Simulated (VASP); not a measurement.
ZnS, 8 atoms in the cell. It takes space group Cm (No. 8, monoclinic). Conventional cell: a = 6.661 Å, b = 3.845 Å, c = 12.659 Å, α = 90.00°, β = 95.03°, γ = 90.00°. Zn (site symmetry m) has 4 S at 2.36 Å within 3.1 Å. Zn (site symmetry m) has 4 S at 2.36 Å within 3.1 Å. Within 3.1 Å of Zn (site symmetry m) lie 4 S at 2.36 to 2.61 Å. Within 3.1 Å of Zn (site symmetry m) lie 4 S at 2.36 Å. S (site symmetry m) has 4 Zn at 2.36 Å within 3.1 Å. Within 3.1 Å of S (site symmetry m) lie 4 Zn at 2.36 Å. S (site symmetry m) has 4 Zn at 2.36 to 2.61 Å within 3.1 Å. S (site symmetry m) has 4 Zn at 2.36 Å within 3.1 Å. 

- Program: VASP 6.6.1
- Task: single point
- Functional: PBE
- Potentials or basis: VASP PAW PBE potentials, release 64 (Zn, S)
- Cutoff: 520 eV
- k mesh: 8 × 8 × 2
- Occupations: gaussian, width 0.05 eV
- Spin: no spin polarisation
- Dipole correction: no
- Further INCAR settings: ALGO = Normal; EDIFF = 1e-06; NBANDS = 46

Potentials or basis: VASP PAW PBE potentials, release 64 (Zn, S).

Run with:

```console
$ cat potpaw_PBE.64/Zn/POTCAR potpaw_PBE.64/S/POTCAR > POTCAR
$ mpirun -np 1 vasp_std > vasp.out
```

Hardware: 1 thread of Intel(R) Xeon(R) 6975P-C (Granite Rapids), with other jobs on the host.

How long does it take, and how much memory?

Run time: 3.4 min on 1 thread of Intel(R) Xeon(R) 6975P-C (Granite Rapids) (shared host), peak memory 0.4 GiB. Counts: scf iterations 16, k points 42.
